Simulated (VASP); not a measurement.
# BP (F-43m) in VASP: further runs

Aim: see how the results for BP move with the level of theory and the settings. Levels: PBEsol, LDA. Tasks: relaxation of cell and atoms.

All numbers are computed with VASP 6.6.1; they aren't measurements. Logs are shortened: lines on timing, memory, paths and dates and some standing lists are left out, and cuts for length are marked.

**1. The cell of the first run**

The structure is cubic, space group F-43m (No. 216). The conventional cell has a = 4.548 Å, b = 4.548 Å, c = 4.548 Å, α = 90.00°, β = 90.00°, γ = 90.00°. B (site symmetry -43m) has 4 P at 1.97 Å within 2.6 Å. P (site symmetry -43m) has 4 B at 1.97 Å within 2.6 Å.

**2. Relaxation of cell and atoms, PBEsol**

INCAR

```
PREC = Accurate
ENCUT = 600
EDIFF = 1E-6
ISMEAR = -1
SIGMA = 0.02
LREAL = F
LASPH = T
NELM = 60
ALGO = Normal
ISIF = 3
LWAVE = F
LCHARG = F
GGA = PS
IBRION = 2
NSW = 80
EDIFFG = -0.005
```

KPOINTS

```
regular mesh
0
Gamma
  8 8 8
```

POSCAR

```
BP
1.0
    0.0000000000      2.2742185854      2.2742185854
    2.2742185854      0.0000000000      2.2742185854
    2.2742185854      2.2742185854      0.0000000000
B P
1 1
Direct
    0.0000000000      0.0000000000      0.0000000000
    0.2500000000      0.2500000000      0.2500000000
```

Potentials or basis: VASP PAW PBE potentials, release 64 (B, P).

Launch:

```bash
$ cat potpaw_PBE.64/B/POTCAR potpaw_PBE.64/P/POTCAR > POTCAR
$ mpirun -np 1 vasp_std > vasp.out
```

OUTCAR:

```text
PREC = Accurate
   ENCUT = 600
   EDIFF = 1E-6
   ISMEAR = -1
   LREAL = F
   LASPH = T
   NELM = 60
   ISIF = 3
   GGA = PS
   IBRION = 2
   NSW = 80
   EDIFFG = -0.005

 ion  position               nearest neighbor table
   1  0.000  0.000  0.000-   2 1.97   2 1.97   2 1.97   2 1.97
   2  0.250  0.250  0.250-   1 1.97   1 1.97   1 1.97   1 1.97

  LATTYP: Found a face centered cubic cell.
 ALAT       =     4.5484371708

  Lattice vectors:

 A1 = (   0.0000000000,   2.2742185854,   2.2742185854)
 A2 = (   2.2742185854,   0.0000000000,   2.2742185854)
 A3 = (   2.2742185854,   2.2742185854,   0.0000000000)

Analysis of symmetry for initial positions (statically):
=====================================================================
 Subroutine PRICEL returns:
 Original cell was already a primitive cell.

 Routine SETGRP: Setting up the symmetry group for a
 face centered cubic supercell.

 Subroutine GETGRP returns: Found 24 space group operations
 (whereof 24 operations were pure point group operations)
 out of a pool of 48 trial point group operations.

The static configuration has the point symmetry T_d .

Analysis of symmetry for dynamics (positions and initial velocities):
=====================================================================
 Subroutine PRICEL returns:
 Original cell was already a primitive cell.

 Routine SETGRP: Setting up the symmetry group for a
 face centered cubic supercell.

 Subroutine GETGRP returns: Found 24 space group operations
 (whereof 24 operations were pure point group operations)
 out of a pool of 48 trial point group operations.

The dynamic configuration has the point symmetry T_d .

 Subroutine INISYM returns: Found 24 space group operations
 (whereof 24 operations are pure point group operations),
 and found     1 'primitive' translations

----------------------------------------------------------------------------------------

                                     Primitive cell

  volume of cell :      23.5248

  direct lattice vectors                    reciprocal lattice vectors
     0.000000000  2.274218585  2.274218585    -0.219855736  0.219855736  0.219855736
     2.274218585  0.000000000  2.274218585     0.219855736 -0.219855736  0.219855736
     2.274218585  2.274218585  0.000000000     0.219855736  0.219855736 -0.219855736

  length of vectors
     3.216230767  3.216230767  3.216230767     0.380801304  0.380801304  0.380801304

  position of ions in fractional coordinates (direct lattice)
     0.000000000  0.000000000  0.000000000
     0.250000000  0.250000000  0.250000000

  ion indices of the primitive-cell ions
   primitive index   ion index
                 1           1
                 2           2

----------------------------------------------------------------------------------------

 KPOINTS: regular mesh

Automatic generation of k-mesh.
 Grid dimensions read from file:
 generate k-points for:    8    8    8

 Generating k-lattice:

  Cartesian coordinates                     Fractional coordinates (reciprocal lattice)
    -0.027481967  0.027481967  0.027481967     0.125000000  0.000000000  0.000000000
     0.027481967 -0.027481967  0.027481967     0.000000000  0.125000000  0.000000000
     0.027481967  0.027481967 -0.027481967     0.000000000  0.000000000  0.125000000

  Length of vectors
     0.047600163  0.047600163  0.047600163

  Shift w.r.t. Gamma in fractional coordinates (k-lattice)
     0.000000000  0.000000000  0.000000000

 Subroutine IBZKPT returns following result:
 ===========================================

 Found     29 irreducible k-points:

 Following reciprocal coordinates:
            Coordinates               Weight
  0.000000  0.000000  0.000000      1.000000
  0.125000  0.000000  0.000000      8.000000
  0.250000  0.000000  0.000000      8.000000
  0.375000  0.000000  0.000000      8.000000
  0.500000  0.000000  0.000000      4.000000
  0.125000  0.125000  0.000000      6.000000
[... 16 lines left out ...]
  0.500000  0.250000  0.125000     48.000000
 -0.375000  0.250000  0.125000     24.000000
 [... further k-points ...]
   k-points           NKPTS =     29   k-points in BZ     NKDIM =     29   number of bands    NBANDS=      8
   number of dos      NEDOS =    301   number of ions     NIONS =      2
   total plane-waves  NPLWV =  21952
   dimension x,y,z NGX =    28 NGY =   28 NGZ =   28
   dimension x,y,z NGXF=    56 NGYF=   56 NGZF=   56
   ions per type =               1   1
   NGX,Y,Z   is equivalent  to a cutoff of  14.47, 14.47, 14.47 a.u.
   NGXF,Y,Z  is equivalent  to a cutoff of  28.95, 28.95, 28.95 a.u.
 SYSTEM =  unknown system
   PREC   = accura    normal or accurate (medium, high low for compatibility)
   ISTART =      0    job   : 0-new  1-cont  2-samecut
   ICHARG =      2    charge: 1-file 2-atom 10-const
   ISPIN  =      1    spin polarized calculation?
   LNONCOLLINEAR =      F non collinear calculations
   LSORBIT =      F    spin-orbit coupling
   LASPH  =      T    aspherical Exc in radial PAW
   ENCUT  =  600.0 eV  44.10 Ry    6.64 a.u.   6.42  6.42  6.42*2*pi/ulx,y,z
   NELM   =     60;   NELMIN=  2; NELMDL= -5     # of ELM steps
   EDIFF  = 0.1E-05   stopping-criterion for ELM
   LREAL  =      F    real-space projection
   EDIFFG = -.5E-02   stopping-criterion for IOM
   NSW    =     80    number of steps for IOM
   IBRION =      2    ionic relax: 0-MD 1-quasi-New 2-CG
   NFREE  =      1    steps in history (QN), initial steepest desc. (CG)
   ISIF   =      3    stress and relaxation
   ISYM   =      2    0-nonsym 1-usesym 2-fastsym
   POTIM  = 0.5000    time-step for ionic-motion
   TEBEG  =    0.0;   TEEND  =   0.0 temperature during run
   PSTRESS=    0.0 pullay stress
   NELECT =       8.0000    total number of electrons
   NUPDOWN=      -1.0000    fix difference up-down
   EMIN   =  10.00;   EMAX   =-10.00  energy-range for DOS
   EFERMI =   0.00;   METHOD = LEGACY
   ISMEAR =    -1;   SIGMA  =   0.02  broadening in eV -4-tet -1-fermi 0-gaus
   EFERMI_NEDOS =   21; number of points for ismear=-14 and -15
   IALGO  =     38    algorithm
   IMIX   =      4    mixing-type and parameters
     AMIX     =   0.40;   BMIX     =  1.00
     AMIX_MAG =   1.60;   BMIX_MAG =  1.00
  volume/ion in A,a.u.               =      11.76        79.38
  Fermi-wavevector in a.u.,A,eV,Ry     =   1.142692  2.159375 17.765748  1.305746
  Thomas-Fermi vector in A             =   2.279389
   LORBIT       =      0    0 simple, 1 ext, 2 COOP (PROOUT), +10 PAW based schemes
   GGA     = PS    functional components
   LHFCALC =     F    Hartree Fock is set to
   AEXX    =    0.0000 exact exchange contribution
   IVDW    =     0    specifies the selected vdW correction
   LEPSILON=     F    determine dielectric tensor
   LRPA    =     F    only Hartree local field effects (RPA)
 conjugate gradient relaxation of ions
 non-spin polarized calculation
  energy-cutoff  :      600.00
  volume of cell :       23.52
 maximum number of plane-waves:       817
 NGX is ok and might be reduce to    28
   NGX = 13   NGY = 13   NGZ = 13

--------------------------------------- Ionic step        1  -------------------------------------------

 number of electron       8.0000000 magnetization

 Free energy of the ion-electron system (eV)
  ---------------------------------------------------
  ext. energy  EPLUGINS =         0.00000000
  ---------------------------------------------------
  free energy    TOTEN  =       -13.66944807 eV

  energy without entropy =      -13.66944807  energy(sigma->0) =      -13.66944807

------------------------ aborting loop because EDIFF is reached ----------------------------------------

  FORCE on cell =-STRESS in cart. coord.  units (eV):
  Direction    XX          YY          ZZ          XY          YZ          ZX
  --------------------------------------------------------------------------------------
  -------------------------------------------------------------------------------------
  Total       -0.4316645     -0.4316645     -0.4316645      0.0000000      0.0000000      0.0000000
  in kB      -29.3988494    -29.3988494    -29.3988494      0.0000000      0.0000000      0.0000000
  external PRESSURE =     -29.3988494 kB  Pullay stress =       0.0000000 kB

 VOLUME and BASIS-vectors are now :
 -----------------------------------------------------------------------------
  energy-cutoff  :      600.00
  volume of cell :       23.52
      direct lattice vectors                 reciprocal lattice vectors
     0.000000000  2.274218585  2.274218585    -0.219855736  0.219855736  0.219855736
     2.274218585  0.000000000  2.274218585     0.219855736 -0.219855736  0.219855736
     2.274218585  2.274218585  0.000000000     0.219855736  0.219855736 -0.219855736
[... 37 lines left out ...]
 POSITION                                       TOTAL-FORCE (eV/Angst)
 -----------------------------------------------------------------------------------
      0.00000      0.00000      0.00000         0.000000      0.000000      0.000000
      1.12527      1.12527      1.12527        -0.000000     -0.000000     -0.000000
 -----------------------------------------------------------------------------------
    total drift:                               -0.000000     -0.000000     -0.000000

  FREE ENERGIE OF THE ION-ELECTRON SYSTEM (eV)
  ---------------------------------------------------
  free  energy   TOTEN  =       -13.6711340940 eV

  energy  without entropy=      -13.6711340940  energy(sigma->0) =      -13.67113409

--------------------------------------- Ionic step        3  -------------------------------------------

 number of electron       8.0000000 magnetization

 Free energy of the ion-electron system (eV)
  ---------------------------------------------------
  ext. energy  EPLUGINS =         0.00000000
  ---------------------------------------------------
  free energy    TOTEN  =       -13.67335222 eV

  energy without entropy =      -13.67335222  energy(sigma->0) =      -13.67335222

 E-fermi :   7.9803     XC(G=0): -11.0921

 val. band max:        7.5373276984   @ k =   0.0000   0.0000   0.0000
 cond. band min:       8.6872964917   @ k =   0.3750   0.3750   0.0000
 fundamental gap:      1.1499687934
 Fermi energy:         7.9803139608

 k-point     1 :       0.0000    0.0000    0.0000
  band No.  band energies     occupation
      1      -8.0599      2.00000
      2       7.5373      2.00000
      3       7.5373      2.00000
      4       7.5373      2.00000
      5      10.9102      0.00000
      6      10.9102      0.00000
      7      10.9102      0.00000
      8      15.0485      0.00000

 k-point     2 :       0.1250    0.0000    0.0000
  band No.  band energies     occupation
      1      -7.7753      2.00000
      2       5.6547      2.00000
      3       7.0999      2.00000
      4       7.0999      2.00000
      5      11.4584      0.00000
      6      11.5128      0.00000
      7      11.5128      0.00000
      8      15.8108      0.00000
[... 221 lines left out ...]
 k-point    23 :       0.5000    0.2500    0.1250
  band No.  band energies     occupation
      1      -4.9530      2.00000
      2       0.3573      2.00000
      3       3.0162      2.00000
      4       4.7352      2.00000
      5      11.5666      0.00000
      6      12.9738      0.00000
      7      14.8413      0.00000
      8      15.8896      0.00000

 k-point    24 :      -0.3750    0.2500    0.1250
  band No.  band energies     occupation
      1      -4.0002      2.00000
      2      -1.0302      2.00000
      3       2.9437      2.00000
      4       4.3550      2.00000
      5      11.6366      0.00000
      6      12.7088      0.00000
      7      15.8828      0.00000
      8      17.3279      0.00000

 [... further k-points ...]
[... 5 lines left out ...]
  --------------------------------------------------------------------------------------
  -------------------------------------------------------------------------------------
  Total        0.0001674      0.0001674      0.0001674      0.0000000      0.0000000      0.0000000
  in kB        0.0116098      0.0116098      0.0116098      0.0000000      0.0000000      0.0000000
  external PRESSURE =       0.0116098 kB  Pullay stress =       0.0000000 kB

 VOLUME and BASIS-vectors are now :
 -----------------------------------------------------------------------------
  energy-cutoff  :      600.00
  volume of cell :       23.11
      direct lattice vectors                 reciprocal lattice vectors
     0.000000000  2.260642747  2.260642747    -0.221176035  0.221176035  0.221176035
     2.260642747  0.000000000  2.260642747     0.221176035 -0.221176035  0.221176035
     2.260642747  2.260642747  0.000000000     0.221176035  0.221176035 -0.221176035

 POSITION                                       TOTAL-FORCE (eV/Angst)
 -----------------------------------------------------------------------------------
      0.00000      0.00000      0.00000        -0.000000     -0.000000      0.000000
      1.13032      1.13032      1.13032         0.000000      0.000000     -0.000000
 -----------------------------------------------------------------------------------
    total drift:                               -0.000000     -0.000000      0.000000

  FREE ENERGIE OF THE ION-ELECTRON SYSTEM (eV)
  ---------------------------------------------------
  free  energy   TOTEN  =       -13.6733522177 eV

  energy  without entropy=      -13.6733522177  energy(sigma->0) =      -13.67335222

 reached required accuracy - stopping structural energy minimisation
```

Wall time 7.2 s (1 thread of Intel Xeon 6975P-C (Granite Rapids), shared host); peak memory 0.14 GiB.

Results:

```yaml
Free_energy: -13.6734 eV
Relaxed_volume: 11.55 Å³/atom
Relaxed_cell: a = 3.197 Å, b = 3.197 Å, c = 3.197 Å, α = 60.00°, β = 60.00°, γ = 60.00°
Space_group_after_relaxing_to_0.05_Å: F-43m (No. 216)
Energy_gained_by_relaxing: 2.0 meV/atom
Ionic_steps: 3
Pressure_after_relaxing: 0.0 GPa
Band_gap_on_the_k_mesh: 1.15 eV, indirect (least direct gap 3.37 eV)
```

Step by step:
```tsv
step	energy change (eV)	largest force (eV/Å)	pressure (GPa)	volume (Å³)
1	0.0000	0.0000	-2.94	23.52
2	-0.0017	0.0000	2.34	22.80
3	-0.0039	0.0000	0.00	23.11
```

Final structure:
```cif
data_structure
_symmetry_space_group_name_H-M 'P 1'
_symmetry_Int_Tables_number 1
_cell_length_a 3.1970
_cell_length_b 3.1970
_cell_length_c 3.1970
_cell_angle_alpha 60.000
_cell_angle_beta 60.000
_cell_angle_gamma 60.000
_cell_volume 23.11
loop_
_atom_site_label
_atom_site_type_symbol
_atom_site_fract_x
_atom_site_fract_y
_atom_site_fract_z
_atom_site_occupancy
B1 B 0.00000 0.00000 0.00000 1
P1 P 0.25000 0.25000 0.25000 1
```

Caveat: the PAW data sets were made with another functional, which shifts forces and pressure a little.

**3. Relaxation of cell and atoms, LDA**

INCAR

```
SYSTEM = BP
PREC = Accurate
ENCUT = 600
EDIFF = 1E-6
ISMEAR = -1
SIGMA = 0.02
LREAL = .False.
LASPH = .True.
NELM = 80
ALGO = Normal
ISIF = 3
LWAVE = .False.
LCHARG = .False.
IBRION = 2
NSW = 80
EDIFFG = -0.005
```

KPOINTS

```
regular mesh
0
Gamma
  8 8 8
  0 0 0
```

POSCAR is that of step 2.

Potentials or basis: VASP PAW LDA potentials, release 64 (B, P).

Launch:

```bash
$ cat potpaw_LDA.64/B/POTCAR potpaw_LDA.64/P/POTCAR > POTCAR
$ mpirun -np 1 vasp_std > vasp.out
```

Run time: 6.3 s. Hardware: 1 thread of Intel Xeon 6975P-C (Granite Rapids), shared host; peak memory 0.13 GiB.

Results (log left out):

* Free energy: -14.3993 eV
* Relaxed volume: 11.31 Å³/atom
* Relaxed cell: a = 3.175 Å, b = 3.175 Å, c = 3.175 Å, α = 60.00°, β = 60.00°, γ = 60.00°
* Space group after relaxing (to 0.05 Å): F-43m (No. 216)
* Energy gained by relaxing: 9.2 meV/atom
* Ionic steps: 3
* Pressure after relaxing: 0.0 GPa
* Band gap on the k mesh: 1.18 eV, indirect (least direct gap 3.43 eV)

The path:
| step | energy change (eV) | largest force (eV/Å) | pressure (GPa) | volume (Å³) |
| --- | --- | --- | --- | --- |
| 1 | 0.0000 | 0.0000 | -6.36 | 23.52 |
| 2 | -0.0075 | 0.0000 | 5.45 | 21.97 |
| 3 | -0.0184 | 0.0000 | -0.02 | 22.63 |

Final structure:
```cif
data_structure
_symmetry_space_group_name_H-M 'P 1'
_symmetry_Int_Tables_number 1
_cell_length_a 3.1749
_cell_length_b 3.1749
_cell_length_c 3.1749
_cell_angle_alpha 60.000
_cell_angle_beta 60.000
_cell_angle_gamma 60.000
_cell_volume 22.63
loop_
_atom_site_label
_atom_site_type_symbol
_atom_site_fract_x
_atom_site_fract_y
_atom_site_fract_z
_atom_site_occupancy
B1 B 0.00000 0.00000 0.00000 1
P1 P 0.25000 0.25000 0.25000 1
```

Levels at points of the mesh, in eV from the valence-band top:
```csv
k point,band 1,band 2,band 3,band 4,band 5,band 6,band 7,band 8
"(0.00, 0.00, 0.00)",-15.67,0.00,0.00,0.00,3.43,3.43,3.43,7.86
"(0.50, 0.00, 0.00)",-12.22,-9.24,-1.79,-1.79,3.98,4.70,4.70,10.04
"(0.50, 0.50, 0.00)",-10.68,-8.65,-4.22,-4.22,1.24,1.53,12.30,12.30
```

A k mesh can miss the band edges. Zero-point motion and thermal expansion aren't in these numbers.
